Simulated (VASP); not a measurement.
# C (Pm) in VASP: single point with PBE+D3(BJ)

Aim: the single point of C with PBE+D3(BJ).

All numbers are computed with VASP 6.6.1; they aren't measurements. Logs are shortened: lines on timing, memory, paths and dates and some standing lists are left out, and cuts for length are marked.

### 1 The cell of the first run

The structure is monoclinic, space group Pm (No. 6). The conventional cell has a = 2.465 Å, b = 6.799 Å, c = 2.465 Å, α = 90.00°, β = 119.98°, γ = 90.00°. C (site symmetry m) has 3 C at 1.35 to 1.58 Å within 1.8 Å. C (site symmetry m) has 3 C at 1.42 Å within 1.9 Å. C (site symmetry m) has 3 C at 1.42 Å within 1.9 Å. C (site symmetry m) has 3 C at 1.35 to 1.58 Å within 1.8 Å.

### 2 Single point, PBE+D3(BJ) (atom 1 (C) moved -0.160 Å towards its neighbour atom 4 (C) at 1.423 Å)

INCAR reads:

```
SYSTEM = C
PREC     = Accurate       ! precision mode
ENCUT    = 520            ! plane-wave cutoff, eV
EDIFF    = 1E-7           ! SCF threshold, eV
ISMEAR   = 0              ! smearing method
SIGMA    = 0.15           ! smearing width, eV
LREAL    = .False.        ! projectors in reciprocal space
LASPH    = .True.         ! aspherical terms in the spheres
NELM     = 100            ! most SCF steps
ALGO     = Normal         ! electronic algorithm
ISIF     = 2              ! what is computed and relaxed
LWAVE    = .False.        ! write WAVECAR
LCHARG   = .False.        ! write CHGCAR
GGA      = PE             ! functional
IVDW     = 12             ! dispersion correction
NBANDS   = 16             ! bands
```

KPOINTS reads:

```
Automatic mesh
0
Gamma
  22 22 8
  0 0 0
```

POSCAR reads:

```
C
1.0
    1.2327689981     -2.1341461166      0.0000000000
    1.2327689981      2.1341461166      0.0000000000
    0.0000000000      0.0000000000      6.7989836842
C
4
Direct
    0.1582533654      0.9541692221      0.7500000000
    0.5833101797      0.4166898203      0.2500000000
    0.9166898203      0.0833101797      0.2500000000
    0.4166898203      0.5833101797      0.7500000000
```

Potentials or basis: VASP PAW PBE potentials, release 64 (C).

On the command line:

```
$ cat potpaw_PBE.64/C/POTCAR > POTCAR
$ mpirun -np 1 vasp_std > vasp.out
```

OUTCAR:

```text
SYSTEM = C
   PREC = Accurate
   ENCUT = 520
   EDIFF = 1E-7
   ISMEAR = 0
   LREAL = .False.
   LASPH = .True.
   NELM = 100
   ISIF = 2
   GGA = PE
   IVDW = 12
 IVDW          = 12

 ion  position               nearest neighbor table
   1  0.158  0.954  0.750-   4 1.35   4 1.35   4 1.58
   2  0.583  0.417  0.250-   3 1.42   3 1.42   3 1.42
   3  0.917  0.083  0.250-   2 1.42   2 1.42   2 1.42
   4  0.417  0.583  0.750-   1 1.35   1 1.35   1 1.58

  LATTYP: Found a base centered orthorhombic cell.
 ALAT       =     2.4655379962
 B/A-ratio  =     1.7311808781
 C/A-ratio  =     2.7576065324

  Lattice vectors:

 A1 = (   1.2327689981,  -2.1341461166,   0.0000000000)
 A2 = (   1.2327689981,   2.1341461166,   0.0000000000)
 A3 = (   0.0000000000,   0.0000000000,   6.7989836842)

Analysis of symmetry for initial positions (statically):
=====================================================================
 Subroutine PRICEL returns:
 Original cell was already a primitive cell.

 Routine SETGRP: Setting up the symmetry group for a
 base centered orthorhombic supercell.

 Subroutine GETGRP returns: Found  2 space group operations
 (whereof  1 operations were pure point group operations)
 out of a pool of  8 trial point group operations.

The static configuration has the point symmetry C_1 .
 The point group associated with its full space group is C_1h.

Analysis of symmetry for dynamics (positions and initial velocities):
=====================================================================
 Subroutine PRICEL returns:
 Original cell was already a primitive cell.

 Routine SETGRP: Setting up the symmetry group for a
 base centered orthorhombic supercell.

 Subroutine GETGRP returns: Found  2 space group operations
 (whereof  1 operations were pure point group operations)
 out of a pool of  8 trial point group operations.

The dynamic configuration has the point symmetry C_1 .
 The point group associated with its full space group is C_1h.

 Subroutine INISYM returns: Found  2 space group operations
 (whereof  1 operations are pure point group operations),
 and found     1 'primitive' translations

----------------------------------------------------------------------------------------

                                     Primitive cell

  volume of cell :      35.7750

  direct lattice vectors                    reciprocal lattice vectors
     1.232768998 -2.134146117  0.000000000     0.405590991 -0.234285739  0.000000000
     1.232768998  2.134146117  0.000000000     0.405590991  0.234285739  0.000000000
     0.000000000  0.000000000  6.798983684     0.000000000  0.000000000  0.147080806

  length of vectors
     2.464609310  2.464609310  6.798983684     0.468394983  0.468394983  0.147080806

  position of ions in fractional coordinates (direct lattice)
     0.158253365  0.954169222  0.750000000
     0.583310180  0.416689820  0.250000000
     0.916689820  0.083310180  0.250000000
     0.416689820  0.583310180  0.750000000

  ion indices of the primitive-cell ions
   primitive index   ion index
                 1           1
                 2           2
                 3           3
                 4           4

----------------------------------------------------------------------------------------

 KPOINTS: Automatic mesh

Automatic generation of k-mesh.
 Grid dimensions read from file:
 generate k-points for:   22   22    8

 Generating k-lattice:

  Cartesian coordinates                     Fractional coordinates (reciprocal lattice)
     0.018435954 -0.010649352  0.000000000     0.045454545  0.000000000  0.000000000
     0.018435954  0.010649352  0.000000000     0.000000000  0.045454545  0.000000000
     0.000000000  0.000000000  0.018385101     0.000000000  0.000000000  0.125000000

  Length of vectors
     0.021290681  0.021290681  0.018385101

  Shift w.r.t. Gamma in fractional coordinates (k-lattice)
     0.000000000  0.000000000  0.000000000

 Subroutine IBZKPT returns following result:
 ===========================================

 Found   1220 irreducible k-points:

 Following reciprocal coordinates:
            Coordinates               Weight
  0.000000  0.000000  0.000000      1.000000
  0.045455  0.000000  0.000000      2.000000
  0.000000  0.045455  0.000000      2.000000
  0.090909  0.000000  0.000000      2.000000
  0.000000  0.090909  0.000000      2.000000
  0.136364  0.000000  0.000000      2.000000
[... 16 lines left out ...]
  0.000000  0.500000  0.000000      1.000000
  0.045455  0.045455  0.000000      2.000000
 [... further k-points ...]
   k-points           NKPTS =   1220   k-points in BZ     NKDIM =   1220   number of bands    NBANDS=     16
   number of dos      NEDOS =    301   number of ions     NIONS =      4
   total plane-waves  NPLWV =  17496
   dimension x,y,z NGX =    18 NGY =   18 NGZ =   54
   dimension x,y,z NGXF=    36 NGYF=   36 NGZF=  108
   ions per type =               4
   NGX,Y,Z   is equivalent  to a cutoff of  12.14, 12.14, 13.20 a.u.
   NGXF,Y,Z  is equivalent  to a cutoff of  24.28, 24.28, 26.41 a.u.
 SYSTEM =  C
   PREC   = accura    normal or accurate (medium, high low for compatibility)
   ISTART =      0    job   : 0-new  1-cont  2-samecut
   ICHARG =      2    charge: 1-file 2-atom 10-const
   ISPIN  =      1    spin polarized calculation?
   LNONCOLLINEAR =      F non collinear calculations
   LSORBIT =      F    spin-orbit coupling
   LASPH  =      T    aspherical Exc in radial PAW
   ENCUT  =  520.0 eV  38.22 Ry    6.18 a.u.   4.58  4.58 12.64*2*pi/ulx,y,z
   NELM   =    100;   NELMIN=  2; NELMDL= -5     # of ELM steps
   EDIFF  = 0.1E-06   stopping-criterion for ELM
   LREAL  =      F    real-space projection
   EDIFFG = 0.1E-05   stopping-criterion for IOM
   NSW    =      0    number of steps for IOM
   IBRION =     -1    ionic relax: 0-MD 1-quasi-New 2-CG
   NFREE  =      0    steps in history (QN), initial steepest desc. (CG)
   ISIF   =      2    stress and relaxation
   ISYM   =      2    0-nonsym 1-usesym 2-fastsym
   POTIM  = 0.5000    time-step for ionic-motion
   TEBEG  =    0.0;   TEEND  =   0.0 temperature during run
   PSTRESS=    0.0 pullay stress
   NELECT =      16.0000    total number of electrons
   NUPDOWN=      -1.0000    fix difference up-down
   EMIN   =  10.00;   EMAX   =-10.00  energy-range for DOS
   EFERMI =   0.00;   METHOD = LEGACY
   ISMEAR =     0;   SIGMA  =   0.15  broadening in eV -4-tet -1-fermi 0-gaus
   EFERMI_NEDOS =   21; number of points for ismear=-14 and -15
   IALGO  =     38    algorithm
   IMIX   =      4    mixing-type and parameters
     AMIX     =   0.40;   BMIX     =  1.00
     AMIX_MAG =   1.60;   BMIX_MAG =  1.00
  volume/ion in A,a.u.               =       8.94        60.36
  Fermi-wavevector in a.u.,A,eV,Ry     =   1.251954  2.365849 21.325603  1.567388
  Thomas-Fermi vector in A             =   2.385877
   LORBIT       =      0    0 simple, 1 ext, 2 COOP (PROOUT), +10 PAW based schemes
   GGA     = PE    functional components
   LHFCALC =     F    Hartree Fock is set to
   AEXX    =    0.0000 exact exchange contribution
   IVDW    =    12    specifies the selected vdW correction
   LEPSILON=     F    determine dielectric tensor
   LRPA    =     F    only Hartree local field effects (RPA)
 non-spin polarized calculation
 Gauss-broadening in eV      SIGMA  =   0.15
  energy-cutoff  :      520.00
  volume of cell :       35.78
 maximum number of plane-waves:       986
   NGX =  9   NGY =  9   NGZ = 25

 number of electron      15.9999999 magnetization

 Free energy of the ion-electron system (eV)
  ---------------------------------------------------
  ext. energy  EPLUGINS =         0.00000000
  ---------------------------------------------------
  free energy    TOTEN  =       -36.25047380 eV

  energy without entropy =      -36.25039089  energy(sigma->0) =      -36.25043235

 E-fermi :   4.5652     XC(G=0): -10.2237

 val. band max:        4.4201812423   @ k =   0.3182   0.4091   0.0000
 cond. band min:       4.7505591008   @ k =   0.3182   0.3182   0.0000
 fundamental gap:      0.3303778585
 Fermi energy:         4.5651884335

 k-point     1 :       0.0000    0.0000    0.0000
  band No.  band energies     occupation
      1     -15.0973      2.00000
      2     -14.8232      2.00000
      3      -3.9281      2.00000
      4      -2.1009      2.00000
      5      -0.7050      2.00000
      6       1.5054      2.00000
[... 8 lines left out ...]
     15      16.1397      0.00000
     16      16.2417      0.00000

 k-point     2 :       0.0455    0.0000    0.0000
  band No.  band energies     occupation
      1     -15.0478      2.00000
      2     -14.7744      2.00000
      3      -3.8697      2.00000
      4      -2.0470      2.00000
      5      -0.7654      2.00000
      6       1.3056      2.00000
[... 8 lines left out ...]
     15      16.1165      0.00000
     16      16.3065      0.00000

 k-point     3 :       0.0000    0.0455    0.0000
  band No.  band energies     occupation
      1     -15.0484      2.00000
      2     -14.7754      2.00000
      3      -3.8677      2.00000
      4      -2.0440      2.00000
      5      -0.8335      2.00000
      6       1.3063      2.00000
[... 8 lines left out ...]
     15      16.0528      0.00000
     16      16.2153      0.00000

 k-point     4 :       0.0909    0.0000    0.0000
  band No.  band energies     occupation
      1     -14.8995      2.00000
      2     -14.6283      2.00000
      3      -3.6952      2.00000
      4      -1.8862      2.00000
      5      -0.9370      2.00000
      6       0.7383      2.00000
[... 8 lines left out ...]
     15      15.7699      0.00000
     16      16.7952      0.00000
[... 324 lines left out ...]
 k-point    22 :       0.5000    0.0000    0.0000
  band No.  band energies     occupation
      1     -10.1914      2.00000
      2      -9.7411      2.00000
      3      -8.6922      2.00000
      4      -7.4250      2.00000
      5      -3.0256      2.00000
      6      -1.8690      2.00000
[... 8 lines left out ...]
     15      18.4375      0.00000
     16      19.0206      0.00000

 k-point    23 :       0.0000    0.5000    0.0000
  band No.  band energies     occupation
      1      -9.7546      2.00000
      2      -9.5912      2.00000
      3      -9.2486      2.00000
      4      -8.6874      2.00000
      5      -1.8694      2.00000
      6      -0.9409      2.00000
[... 8 lines left out ...]
     15      19.0745      0.00000
     16      19.4246      0.00000

 k-point    24 :       0.0455    0.0455    0.0000
  band No.  band energies     occupation
      1     -14.9495      2.00000
      2     -14.6780      2.00000
      3      -3.7512      2.00000
      4      -1.9367      2.00000
      5      -0.9544      2.00000
      6       0.9337      2.00000
[... 8 lines left out ...]
     15      15.8242      0.00000
     16      16.5158      0.00000

 [... further k-points ...]

------------------------ aborting loop because EDIFF is reached ----------------------------------------

 Edisp (eV)   -0.61658

 E8    (eV) :    -0.1744

  FORCE on cell =-STRESS in cart. coord.  units (eV):
  Direction    XX          YY          ZZ          XY          YZ          ZX
  --------------------------------------------------------------------------------------
  -------------------------------------------------------------------------------------
  Total       0.87628     2.55480    -0.00589     1.47119     0.00000     0.00000
  in kB      39.24400   114.41637    -0.26364    65.88680     0.00000     0.00000
  external pressure =       51.13 kB  Pullay stress =        0.00 kB

 VOLUME and BASIS-vectors are now :
 -----------------------------------------------------------------------------
  energy-cutoff  :      520.00
  volume of cell :       35.78
      direct lattice vectors                 reciprocal lattice vectors
     1.232768998 -2.134146117  0.000000000     0.405590991 -0.234285739  0.000000000
     1.232768998  2.134146117  0.000000000     0.405590991  0.234285739  0.000000000
     0.000000000  0.000000000  6.798983684     0.000000000  0.000000000  0.147080806

 POSITION                                       TOTAL-FORCE (eV/Angst)
 -----------------------------------------------------------------------------------
      1.37136      1.69860      5.09924        -5.979103      3.388872      0.000000
      1.23277     -0.35559      1.69975         0.025279      0.006457      0.000000
      1.23277     -1.77855      1.69975        -0.018554     -0.004278      0.000000
      1.23277      0.35559      5.09924         5.972379     -3.391051      0.000000
 -----------------------------------------------------------------------------------
    total drift:                               -0.000029      0.000012      0.000000

  FREE ENERGIE OF THE ION-ELECTRON SYSTEM (eV)
  ---------------------------------------------------
  free  energy   TOTEN  =       -36.8670570028 eV

  energy  without entropy=      -36.8669740901  energy(sigma->0) =      -36.86701555
```

Run time: 16 min. Hardware: 1 thread of Intel Xeon 8259CL, shared host; peak memory 0.56 GiB.

What came out:

```
Free energy                : -36.8671 eV
Pressure                   : 5.1 GPa
Largest force              : 6.873 eV/Å
Dispersion energy per atom : -0.154 eV
```

Forces on the atoms (eV/Å):
```
C   -5.979  3.389  0.000
C    0.025  0.006  0.000
C   -0.019 -0.004  0.000
C    5.972 -3.391  0.000
```

Stress tensor (GPa, compression positive):
```
 3.92  6.59  0.00
 6.59 11.44  0.00
 0.00  0.00 -0.03
```

Caveat: the cell differs from its parent crystal (atom 1 (C) moved -0.160 Å towards its neighbour atom 4 (C) at 1.423 Å); the stress differs along the axes, from -0 to 11 GPa; forces of over 1 eV/Å act on the atoms, so gaps and moduli don't describe the material at rest.
